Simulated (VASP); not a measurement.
Here is a VASP 6.6.1 calculation.

The input INCAR:

```
PREC = Accurate
ENCUT = 520
EDIFF = 1E-6
ISMEAR = 0
SIGMA = 0.2
LREAL = F
LASPH = T
NELM = 100
ALGO = Normal
ISIF = 2
LWAVE = F
LCHARG = F
GGA = PE
NBANDS = 33
```

The input KPOINTS:

```
regular mesh
0
Gamma
  12 12 1
```

The input POSCAR:

```
MoH6
1.0
    2.8431081934     -0.0398587033      0.0104662929
   -1.4560679098      2.5207104233     -0.0609017176
    0.0922311688     -0.5101067097     24.6913015144
H Mo
12 2
Direct
    0.1036172883      0.0259079501      0.9137278735
   -0.0910355679     -0.0118223738      0.0875477135
    0.7006865622      0.4199608308      0.6421441133
    0.6211929034      0.1778220050      0.6240387744
    0.2306053704      0.6179737677      0.7783172178
    0.4717998646      0.7451261484      0.7600058772
   -0.0336327666      0.1137980205      0.4889194456
    0.0224507589     -0.0534187262      0.5070362698
    0.7740292010      0.3376786442      0.2240808835
    0.5324002320      0.2160039978      0.2424051380
    0.3157793392      0.5874737397      0.3560449441
    0.3395215260      0.8094148696      0.3744566638
    0.8082121171      0.3926355661      0.9557544368
    0.2043731717      0.6214455602      0.0455206485
```

Potentials or basis: VASP PAW PBE potentials, release 64 (H, Mo_sv).

Command:

```bash
$ cat potpaw_PBE.64/H/POTCAR potpaw_PBE.64/Mo_sv/POTCAR > POTCAR
$ mpirun -np 1 vasp_std > vasp.out
```

Task: Predict the pressure.

Result: -0.1 GPa.

Task: Estimate the largest force.

Result: 0.058 eV/Å.

Forces on the atoms (eV/Å):
```
H   -0.001 -0.001 -0.006
H    0.001  0.001  0.006
H    0.001 -0.004 -0.001
H    0.000  0.004  0.001
H   -0.002  0.000  0.002
H    0.002  0.001 -0.002
H    0.007 -0.007  0.007
H   -0.006  0.007 -0.006
H   -0.008 -0.005  0.006
H    0.008  0.004 -0.007
H   -0.003  0.005  0.004
H    0.002 -0.005 -0.003
Mo  -0.016 -0.011 -0.055
Mo   0.016  0.011  0.055
```
